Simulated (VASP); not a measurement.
Input of a VASP 6.6.1 run:

Contents of INCAR:

```
SYSTEM = Sc
ALGO = Normal
EDIFF = 1E-7
EDIFFG = -0.02
ENCUT = 600
IBRION = 2
ISIF = 3
ISMEAR = -1
LASPH = .TRUE.
LCHARG = .FALSE.
LREAL = .FALSE.
LWAVE = .FALSE.
NELM = 80
NSW = 60
PREC = Accurate
SIGMA = 0.05
```

The input KPOINTS:

```
k-points
0
G
  6 6 4
  0 0 0
```

The input POSCAR:

```
Sc
1.0
    3.3090000000      0.0000000000      0.0000000000
   -1.6545000000      2.8656780600      0.0000000000
    0.0000000000      0.0000000000      5.2733000000
Sc
2
Direct
    0.3333333333      0.6666666667      0.2500000000
    0.6666666667      0.3333333333      0.7500000000
```

Potentials or basis: VASP PAW LDA potentials, release 64 (Sc_sv).

The run is started by

```bash
$ cat potpaw_LDA.64/Sc_sv/POTCAR > POTCAR
$ mpirun -np 1 vasp_std > vasp.out
```

Estimate the band gap on the k mesh.

zero (bands 11 and 12 overlap by 1.69 eV).

Estimate the space group after relaxing (to 0.1 Å).

P6_3/mmc (No. 194).

What does it give for the relaxed cell?

a = 3.238 Å, b = 3.238 Å, c = 4.977 Å, α = 90.00°, β = 90.00°, γ = 120.00°.

Predict the relaxed volume.

22.60 Å³/atom.

Final structure:
```
CELL_PARAMETERS angstrom
3.23818 0.00000 0.00000
-1.61909 2.80435 0.00000
0.00000 0.00000 4.97686
ATOMIC_POSITIONS crystal
Sc 0.33333 0.66667 0.25000
Sc 0.66667 0.33333 0.75000
```

Caveat: the k points lie up to 0.37 Å⁻¹ apart in the final cell, too coarse for converged energies and pressures of a metal. Zero-point motion and thermal expansion aren't in these numbers.
